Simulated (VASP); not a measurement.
A run of VASP 6.6.1 is set up as follows.

The input INCAR:

```
AGGAC = 1.0 ; AGGAX = 1.0
ALDAC = 0.0 ; ALDAX = 1.0
ALGO = Normal ; EDIFF = 1E-6
EDIFFG = -0.005 ; ENCUT = 600
GGA = B5 ; IBRION = 2
ISIF = 3 ; ISMEAR = -1
IVDW = 12 ; LASPH = T
LCHARG = F ; LREAL = F
LWAVE = F ; NELM = 80
NSW = 80 ; PREC = Accurate
SIGMA = 0.05 ; VDW_A1 = 0.4298
VDW_A2 = 4.2359 ; VDW_S6 = 1.0
VDW_S8 = 2.6996
```

Contents of KPOINTS:

```
k-points
0
Gamma
  11 11 11
```

File POSCAR:

```
Ta
1.0
   -1.6512800000      1.6512800000      1.6512800000
    1.6512800000     -1.6512800000      1.6512800000
    1.6512800000      1.6512800000     -1.6512800000
Ta
1
Direct
    0.0000000000      0.0000000000      0.0000000000
```

Potentials or basis: VASP PAW PBE potentials, release 64 (Ta_pv).

Run with:

```console
$ cat potpaw_PBE.64/Ta_pv/POTCAR > POTCAR
$ mpirun -np 1 vasp_std > vasp.out
```

Problem. What does it give for the dispersion energy per atom?

Solution. -1.683 eV.

Problem. Predict the space group after relaxing (to 0.05 Å).

Solution. Im-3m (No. 229).

Step by step:
```tsv
step	energy change (eV)	largest force (eV/Å)	pressure (GPa)	volume (Å³)
1	0.0000	0.0000	-5.34	18.01
2	0.0405	0.0000	15.40	16.49
3	-0.0079	0.0000	-0.13	17.56
4	-0.0079	0.0000	-0.02	17.55
```

Caveat: the PAW data sets were made with another functional, which shifts forces and pressure a little; pairwise dispersion overbinds metals, which lowers pressure and volume.
